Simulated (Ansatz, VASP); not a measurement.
## One calculation of W, two programs

```
W
1.0
     4.78717    0.00000    0.00000
    -2.39358    4.14581    0.00000
     0.00000    0.00000    2.65928
W
3
Direct
  0.00000 0.00000 0.00000
  0.33333 0.66667 0.50000
  0.66667 0.33333 0.50000
```

Alike in both runs: task single point; functional r2SCAN; k mesh 9 × 9 × 14; occupations fermi-dirac, width 0.1 eV; no spin polarisation.

```csv
,VASP,Ansatz
version,VASP 6.6.1,Ansatz 0.2.0
potentials or method,"VASP PAW PBE potentials, release 64 (W_sv), cutoff 520 eV","plane waves (500 eV) with PAW, scalar-relativistic"
valence electrons in the cell,42,42
```

|  | VASP | Ansatz | Ansatz less VASP |
| --- | --- | --- | --- |
| pressure (GPa) | -18.3 | -19.1 | -0.86 |
| traceless stress, the component that is largest in VASP (GPa) | -1.76 | -1.98 | -0.225 |

VASP's potentials were made for PBE, not for r2SCAN. The functional is the same, so the differences come from potentials, cutoffs and numerics.

Spin-orbit coupling is off throughout.
